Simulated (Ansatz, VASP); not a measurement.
# Two plane-wave programs on In

File INCAR:

```
SYSTEM = In
ALGO = Normal
EDIFF = 1E-7
ENCUT = 520
ISIF = 2
ISMEAR = -1
LASPH = .TRUE.
LCHARG = .FALSE.
LREAL = .FALSE.
LWAVE = .FALSE.
NBANDS = 12
NELM = 60
PREC = Accurate
SIGMA = 0.1
```

Contents of KPOINTS:

```
k-points
0
G
  13 13 13
  0 0 0
```

The input POSCAR:

```
In
1.0
    0.0000000000      2.2110465309      2.2110465309
    2.2110465309      0.0000000000      2.2110465309
    2.2110465309      2.2110465309      0.0000000000
In
1
Direct
    0.0000000000      0.0000000000      0.0000000000
```

Input for Ansatz:

```yaml
crystal:
  lattice:
    - [0.0, 2.2110465309, 2.2110465309]
    - [2.2110465309, 0.0, 2.2110465309]
    - [2.2110465309, 2.2110465309, 0.0]
  atoms:
    - { symbol: In, position: [0.0, 0.0, 0.0] }
hamiltonian:
  xc: lda
  pseudopotentials:
    kind: paw
    azcp:
      In: "pseudopotentials/In.paw.azcp"
basis:
  ecutwfc: 420
  fft_grid_basis: typed
kpoints:
  mp_grid: { grid: [13, 13, 13], shift: [0, 0, 0] }
magnetization:
  spin_polarized: false
scf:
  occupations: { method: fermi_dirac, width: 0.1 }
  lower_state_search: "off"
output:
  stress: true
```

Alike in both runs: task single point; functional LDA; k mesh 13 × 13 × 13; occupations fermi-dirac, width 0.1 eV; no spin polarisation.

|  | VASP | Ansatz |
| --- | --- | --- |
| version | VASP 6.6.1 | Ansatz 0.2.0 |
| potentials or method | VASP PAW LDA potentials, release 64 (In_d), cutoff 520 eV | plane waves (420 eV) with PAW, scalar-relativistic |
| valence electrons in the cell | 13 | 13 |

VASP gave:

* pressure (GPa): 9.2

Estimate Ansatz's values.

pressure (GPa): 9.1.

Ansatz warns that its potentials were made for another functional, while VASP's fit it. LDA's correlation is that of Perdew and Zunger in VASP and of Perdew and Wang (1992) in Ansatz.
